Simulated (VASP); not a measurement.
Write the native input for VASP 6.6.1 that does the following.

| Item | Value |
| --- | --- |
| Task | single point |
| Functional | PBE |
| Potentials or basis | VASP PAW PBE potentials, release 64 (Sb, Ga_d) |
| Cutoff | 520 eV |
| k mesh | 8 × 8 × 8 |
| Occupations | fermi-dirac, width 0.05 eV |
| Spin | non-collinear spin, zero start, spin-orbit coupling |
| Starting moments | [[0.0, 0.0, 0.0], [0.0, 0.0, 0.0]] μB |
| Dipole correction | no |
| Further INCAR settings | ALGO = Normal; EDIFF = 1e-06; NBANDS = 30 |

The structure of GaSb lies in POSCAR:

```
GaSb
1.0
    0.0000000000      3.0384691801      3.0384691801
    3.0384691801      0.0000000000      3.0384691801
    3.0384691801      3.0384691801      0.0000000000
Sb Ga
1 1
Direct
    0.7500000000      0.7500000000      0.7500000000
    0.0000000000      0.0000000000      0.0000000000
```

These files were run (other wordings do the same):

INCAR

```
SYSTEM = GaSb
  PREC = Accurate
  ENCUT = 520
  EDIFF = 1E-6
  ISMEAR = -1
  SIGMA = 0.05
  LREAL = .FALSE.
  LASPH = .TRUE.
  NELM = 150
  ALGO = Normal
  ISIF = 2
  LWAVE = .FALSE.
  LCHARG = .FALSE.
  LNONCOLLINEAR = .TRUE.
  MAGMOM = 0 0 0 0 0 0
  LORBIT = 11
  LSORBIT = .TRUE.
  GGA_COMPAT = .FALSE.
  LORBMOM = .TRUE.
  GGA = PE
  NBANDS = 30
```

KPOINTS

```
regular mesh
0
G
  8 8 8
  0 0 0
```

Potentials or basis: VASP PAW PBE potentials, release 64 (Sb, Ga_d).

Command:

```sh
$ cat potpaw_PBE.64/Sb/POTCAR potpaw_PBE.64/Ga_d/POTCAR > POTCAR
$ mpirun -np 1 vasp_ncl > vasp.out
```

It gave:

- Pressure: 3.6 GPa
- Net moment: 0.00 μB per cell
- Valence electrons inside the program's atomic spheres: Sb 2.51; Ga 11.66

Caveat: the cell stands under pressure.

Run time: 66 s on 1 thread of Intel(R) Xeon(R) Platinum 8488C (Sapphire Rapids), on a shared host, peak memory 0.37 GiB.
